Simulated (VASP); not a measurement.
A run of VASP 6.6.1:

File INCAR:

```
PREC = Accurate
ENCUT = 520
EDIFF = 1E-6
ISMEAR = 0
SIGMA = 0.05
LREAL = False
LASPH = True
NELM = 80
ALGO = Normal
ISIF = 2
LWAVE = False
LCHARG = True
GGA = PE
LELF = True
LVHAR = True
NBANDS = 28
```

Contents of KPOINTS:

```
Automatic mesh
0
Gamma
  8 8 8
```

Contents of POSCAR:

```
SrTiO3
1.0
    3.9364094381      0.0000000000      0.0000000000
    0.0000000000      3.9364094381      0.0000000000
    0.0000000000      0.0000000000      3.9364094381
Sr Ti O
1 1 3
Direct
    0.0387057305      0.0000000000      0.0000000000
    0.4690098189      0.5000000000      0.5000000000
   -0.0347565896      0.5000000000      0.5000000000
    0.4577499083      0.0000000000      0.5000000000
    0.4577499083      0.5000000000      0.0000000000
```

Potentials or basis: VASP PAW PBE potentials, release 64 (Sr_sv, Ti_sv, O).

The run is started by

```sh
$ cat potpaw_PBE.64/Sr_sv/POTCAR potpaw_PBE.64/Ti_sv/POTCAR potpaw_PBE.64/O/POTCAR > POTCAR
$ mpirun -np 1 vasp_std > vasp.out
```

Hardware: 1 thread of Intel(R) Xeon(R) 6975P-C (Granite Rapids), on a shared host.

Problem. How long does it take, and how much memory?

Solution. Wall time 56 s on 1 thread of Intel(R) Xeon(R) 6975P-C (Granite Rapids) (shared host), peak memory 0.26 GiB. Counts: scf iterations 16, k points 75.
